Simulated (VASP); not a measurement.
# Pt (Fm-3m) in VASP: a series of runs, part 2 of 3

VASP 6.6.1. The steps go on from the part before.

## 4. Relaxation of cell and atoms, PBEsol

Contents of INCAR:

```
SYSTEM = Pt
PREC = Accurate
ENCUT = 600
EDIFF = 1E-7
ISMEAR = -1
SIGMA = 0.15
LREAL = .FALSE.
LASPH = .TRUE.
NELM = 60
ALGO = Normal
ISIF = 3
LWAVE = .FALSE.
LCHARG = .FALSE.
GGA = PS
IBRION = 2
NSW = 80
EDIFFG = -0.001
```

Contents of KPOINTS:

```
regular mesh
0
G
  20 20 20
  0 0 0
```

Contents of POSCAR:

```
Pt
1.0
    0.0000000000      1.9590400304      1.9590400304
    1.9590400304      0.0000000000      1.9590400304
    1.9590400304      1.9590400304      0.0000000000
Pt
1
Direct
    0.0000000000      0.0000000000      0.0000000000
```

Potentials or basis: VASP PAW PBE potentials, release 64 (Pt).

Started as:

```console
$ cat potpaw_PBE.64/Pt/POTCAR > POTCAR
$ mpirun -np 1 vasp_std > vasp.out
```

OUTCAR:

```text
SYSTEM = Pt
   PREC = Accurate
   ENCUT = 600
   EDIFF = 1E-7
   ISMEAR = -1
   LREAL = .FALSE.
   LASPH = .TRUE.
   NELM = 60
   ISIF = 3
   GGA = PS
   IBRION = 2
   NSW = 80
   EDIFFG = -0.001

 ion  position               nearest neighbor table
   1  0.000  0.000  0.000-

  LATTYP: Found a face centered cubic cell.
 ALAT       =     3.9180800608

  Lattice vectors:

 A1 = (   0.0000000000,   1.9590400304,   1.9590400304)
 A2 = (   1.9590400304,   0.0000000000,   1.9590400304)
 A3 = (   1.9590400304,   1.9590400304,   0.0000000000)

Analysis of symmetry for initial positions (statically):
=====================================================================
 Subroutine PRICEL returns:
 Original cell was already a primitive cell.

 Routine SETGRP: Setting up the symmetry group for a
 face centered cubic supercell.

 Subroutine GETGRP returns: Found 48 space group operations
 (whereof 48 operations were pure point group operations)
 out of a pool of 48 trial point group operations.

The static configuration has the point symmetry O_h .

Analysis of symmetry for dynamics (positions and initial velocities):
=====================================================================
 Subroutine PRICEL returns:
 Original cell was already a primitive cell.

 Routine SETGRP: Setting up the symmetry group for a
 face centered cubic supercell.

 Subroutine GETGRP returns: Found 48 space group operations
 (whereof 48 operations were pure point group operations)
 out of a pool of 48 trial point group operations.

The dynamic configuration has the point symmetry O_h .

 Subroutine INISYM returns: Found 48 space group operations
 (whereof 48 operations are pure point group operations),
 and found     1 'primitive' translations

----------------------------------------------------------------------------------------

                                     Primitive cell

  volume of cell :      15.0370

  direct lattice vectors                    reciprocal lattice vectors
     0.000000000  1.959040030  1.959040030    -0.255227046  0.255227046  0.255227046
     1.959040030  0.000000000  1.959040030     0.255227046 -0.255227046  0.255227046
     1.959040030  1.959040030  0.000000000     0.255227046  0.255227046 -0.255227046

  length of vectors
     2.770500980  2.770500980  2.770500980     0.442066211  0.442066211  0.442066211

  position of ions in fractional coordinates (direct lattice)
     0.000000000  0.000000000  0.000000000

  ion indices of the primitive-cell ions
   primitive index   ion index
                 1           1

----------------------------------------------------------------------------------------

 KPOINTS: regular mesh

Automatic generation of k-mesh.
 Grid dimensions read from file:
 generate k-points for:   20   20   20

 Generating k-lattice:

  Cartesian coordinates                     Fractional coordinates (reciprocal lattice)
    -0.012761352  0.012761352  0.012761352     0.050000000  0.000000000  0.000000000
     0.012761352 -0.012761352  0.012761352     0.000000000  0.050000000  0.000000000
     0.012761352  0.012761352 -0.012761352     0.000000000  0.000000000  0.050000000

  Length of vectors
     0.022103311  0.022103311  0.022103311

  Shift w.r.t. Gamma in fractional coordinates (k-lattice)
[... 41 lines left out ...]
   NGXF,Y,Z  is equivalent  to a cutoff of  28.80, 28.80, 28.80 a.u.
 SYSTEM =  Pt
   PREC   = accura    normal or accurate (medium, high low for compatibility)
   ISTART =      0    job   : 0-new  1-cont  2-samecut
   ICHARG =      2    charge: 1-file 2-atom 10-const
   ISPIN  =      1    spin polarized calculation?
   LNONCOLLINEAR =      F non collinear calculations
   LSORBIT =      F    spin-orbit coupling
   LASPH  =      T    aspherical Exc in radial PAW
   ENCUT  =  600.0 eV  44.10 Ry    6.64 a.u.   5.53  5.53  5.53*2*pi/ulx,y,z
   NELM   =     60;   NELMIN=  2; NELMDL= -5     # of ELM steps
   EDIFF  = 0.1E-06   stopping-criterion for ELM
   LREAL  =      F    real-space projection
   EDIFFG = -.1E-02   stopping-criterion for IOM
   NSW    =     80    number of steps for IOM
   IBRION =      2    ionic relax: 0-MD 1-quasi-New 2-CG
   NFREE  =      1    steps in history (QN), initial steepest desc. (CG)
   ISIF   =      3    stress and relaxation
   ISYM   =      2    0-nonsym 1-usesym 2-fastsym
   POTIM  = 0.5000    time-step for ionic-motion
   TEBEG  =    0.0;   TEEND  =   0.0 temperature during run
   PSTRESS=    0.0 pullay stress
   NELECT =      10.0000    total number of electrons
   NUPDOWN=      -1.0000    fix difference up-down
   EMIN   =  10.00;   EMAX   =-10.00  energy-range for DOS
   EFERMI =   0.00;   METHOD = LEGACY
   ISMEAR =    -1;   SIGMA  =   0.15  broadening in eV -4-tet -1-fermi 0-gaus
   EFERMI_NEDOS =   21; number of points for ismear=-14 and -15
   IALGO  =     38    algorithm
   IMIX   =      4    mixing-type and parameters
     AMIX     =   0.40;   BMIX     =  1.00
     AMIX_MAG =   1.60;   BMIX_MAG =  1.00
  volume/ion in A,a.u.               =      15.04       101.47
  Fermi-wavevector in a.u.,A,eV,Ry     =   1.428965  2.700352 27.782285  2.041940
  Thomas-Fermi vector in A             =   2.548970
   LORBIT       =      0    0 simple, 1 ext, 2 COOP (PROOUT), +10 PAW based schemes
   GGA     = PS    functional components
   LHFCALC =     F    Hartree Fock is set to
   AEXX    =    0.0000 exact exchange contribution
   IVDW    =     0    specifies the selected vdW correction
   LEPSILON=     F    determine dielectric tensor
   LRPA    =     F    only Hartree local field effects (RPA)
 conjugate gradient relaxation of ions
 non-spin polarized calculation
  energy-cutoff  :      600.00
  volume of cell :       15.04
 maximum number of plane-waves:       531
 NGX is ok and might be reduce to    24
   NGX = 11   NGY = 11   NGZ = 11

--------------------------------------- Ionic step        1  -------------------------------------------

 number of electron      10.0000000 magnetization

 Free energy of the ion-electron system (eV)
  ---------------------------------------------------
  ext. energy  EPLUGINS =         0.00000000
  ---------------------------------------------------
  free energy    TOTEN  =        -7.02461102 eV

  energy without entropy =       -6.91545964  energy(sigma->0) =       -6.97003533

------------------------ aborting loop because EDIFF is reached ----------------------------------------

  FORCE on cell =-STRESS in cart. coord.  units (eV):
  Direction    XX          YY          ZZ          XY          YZ          ZX
  --------------------------------------------------------------------------------------
  -------------------------------------------------------------------------------------
  Total        0.0453659      0.0453659      0.0453659     -0.0000000      0.0000000      0.0000000
  in kB        4.8337100      4.8337100      4.8337100     -0.0000000      0.0000000      0.0000000
  external PRESSURE =       4.8337100 kB  Pullay stress =       0.0000000 kB
[... 57 lines left out ...]
--------------------------------------- Ionic step        3  -------------------------------------------

 number of electron      10.0000000 magnetization

 Free energy of the ion-electron system (eV)
  ---------------------------------------------------
  ext. energy  EPLUGINS =         0.00000000
  ---------------------------------------------------
  free energy    TOTEN  =        -7.02464751 eV

  energy without entropy =       -6.91528759  energy(sigma->0) =       -6.96996755

 E-fermi :  11.1475     XC(G=0): -13.6354

 val. band max:       11.1423649238   @ k =  -0.4500   0.2500   0.0500
 cond. band min:      11.1539432962   @ k =   0.4500   0.1000   0.0000
 fundamental gap:      0.0115783724
 Fermi energy:        11.1474978122

 k-point     1 :       0.0000    0.0000    0.0000
  band No.  band energies     occupation
      1       0.8107      2.00000
      2       7.3110      2.00000
      3       7.3110      2.00000
      4       7.3110      2.00000
      5       9.4921      1.99997
      6       9.4921      1.99997
      7      25.7432      0.00000
      8      30.7047      0.00000
      9      30.7047      0.00000
[... 265 lines left out ...]
 k-point    24 :      -0.3500    0.0500    0.0000
  band No.  band energies     occupation
      1       3.7544      2.00000
      2       7.3877      2.00000
      3       7.4767      2.00000
      4       8.2077      2.00000
      5      10.3398      1.99087
      6      10.9940      1.47118
      7      20.2008      0.00000
      8      26.2118      0.00000
      9      30.6478      0.00000

 [... further k-points ...]

------------------------ aborting loop because EDIFF is reached ----------------------------------------

  FORCE on cell =-STRESS in cart. coord.  units (eV):
  Direction    XX          YY          ZZ          XY          YZ          ZX
  --------------------------------------------------------------------------------------
  -------------------------------------------------------------------------------------
  Total       -0.0002946     -0.0002946     -0.0002946      0.0000000     -0.0000000     -0.0000000
  in kB       -0.0313372     -0.0313372     -0.0313372      0.0000000     -0.0000000     -0.0000000
  external PRESSURE =      -0.0313372 kB  Pullay stress =       0.0000000 kB
[... 16 lines left out ...]
  FREE ENERGIE OF THE ION-ELECTRON SYSTEM (eV)
  ---------------------------------------------------
  free  energy   TOTEN  =        -7.0246475057 eV

  energy  without entropy=       -6.9152875862  energy(sigma->0) =       -6.96996755

 reached required accuracy - stopping structural energy minimisation
```

OSZICAR:

```text
N       E                     dE             d eps       ncg     rms          rms(c)
DAV:   1     0.417336060007E+02    0.41734E+02   -0.60456E+03  4664   0.117E+03
DAV:   2    -0.695637162256E+01   -0.48690E+02   -0.46849E+02  4833   0.201E+02
[... 18 lines left out ...]
   2 F= -.70243253E+01 E0= -.69693353E+01  d E =0.285684E-03
       N       E                     dE             d eps       ncg     rms          rms(c)
DAV:   1    -0.702671623782E+01   -0.23909E-02   -0.48478E-02  4695   0.236E+00    0.321E-01
DAV:   2    -0.702475033769E+01    0.19659E-02   -0.58761E-03  4636   0.681E-01    0.124E-01
DAV:   3    -0.702463881261E+01    0.11153E-03   -0.57472E-04  4803   0.199E-01    0.649E-02
DAV:   4    -0.702464754481E+01   -0.87322E-05   -0.22664E-05  5192   0.371E-02    0.266E-03
DAV:   5    -0.702464750567E+01    0.39137E-07   -0.31604E-07  4939   0.565E-03
   3 F= -.70246475E+01 E0= -.69699675E+01  d E =-.364858E-04
```

It took 2.6 min on 1 thread of AMD EPYC 7R13, shared host; peak memory 0.15 GiB.

What came out:

```yaml
Free_energy: -7.0246 eV
Relaxed_volume: 15.06 Å³/atom
Relaxed_cell: a = 2.772 Å, b = 2.772 Å, c = 2.772 Å, α = 60.00°, β = 60.00°, γ = 60.00°
Space_group_after_relaxing_to_0.05_Å: Fm-3m (No. 225)
Energy_gained_by_relaxing: 0.0 meV/atom
Ionic_steps: 3
Pressure_after_relaxing: 0.0 GPa
Band_gap_on_the_k_mesh: zero (band 5 reaches 11.62 eV, above the bottom of band 6 at 9.38 eV)
```

Final structure:
```
Pt
1.0
     0.00000    1.96012    1.96012
     1.96012    0.00000    1.96012
     1.96012    1.96012    0.00000
Pt
1
Direct
  0.00000 0.00000 0.00000
```

Caveat: the PAW data sets were made with another functional, which shifts forces and pressure a little; spin-orbit coupling is left out, which moves the levels of the heavy elements.

## 5. Single point, PBEsol

This run uses another cell than the first one, of 15.08 Å³/atom, 1.003 times its volume.

Contents of INCAR:

```
SYSTEM = Pt
PREC = Accurate ; ENCUT = 520
EDIFF = 1E-7 ; ISMEAR = -1
SIGMA = 0.15 ; LREAL = .FALSE.
LASPH = .TRUE. ; NELM = 80
ALGO = Normal ; ISIF = 2
LWAVE = .FALSE. ; LCHARG = .TRUE.
GGA = PS ; LELF = .TRUE.
LVHAR = .TRUE. ; NBANDS = 11
```

KPOINTS is that of step 4.

Contents of POSCAR:

```
Pt
1.0
    0.0000000000      1.9609000047      1.9609000047
    1.9609000047      0.0000000000      1.9609000047
    1.9609000047      1.9609000047      0.0000000000
Pt
1
Direct
    0.0000000000      0.0000000000      0.0000000000
```

Started as:

```console
$ cat potpaw_PBE.64/Pt/POTCAR > POTCAR
$ mpirun -np 1 vasp_std > vasp.out
```

Wall time 25 s (1 thread of AMD EPYC 9R45 (Zen 5), shared host); peak memory 0.14 GiB.

The run converged. Its results:

```
Free energy            : -7.0246 eV
Pressure               : -0.4 GPa
Band gap on the k mesh : zero (band 5 reaches 11.60 eV, above the bottom of band 6 at 9.36 eV)
```

Levels at points of the mesh, in eV from the Fermi level:
| k point | band 2 | band 3 | band 4 | band 5 | band 6 | band 7 | band 8 | band 9 |
| --- | --- | --- | --- | --- | --- | --- | --- | --- |
| (0.00, 0.00, 0.00) | -3.83 | -3.83 | -3.83 | -1.65 | -1.65 | 14.60 | 19.55 | 19.55 |
| (0.50, 0.00, 0.00) | -3.89 | -3.89 | -0.58 | 0.02 | 0.02 | 5.78 | 14.15 | 18.92 |
| (0.50, 0.50, 0.00) | -6.67 | -0.01 | 0.47 | 0.47 | 1.68 | 8.80 | 11.31 | 11.31 |

Caveat: the PAW data sets were made with another functional, which shifts forces and pressure a little; spin-orbit coupling is left out, which moves the levels of the heavy elements.

(Part 2 of 3 ends here.)
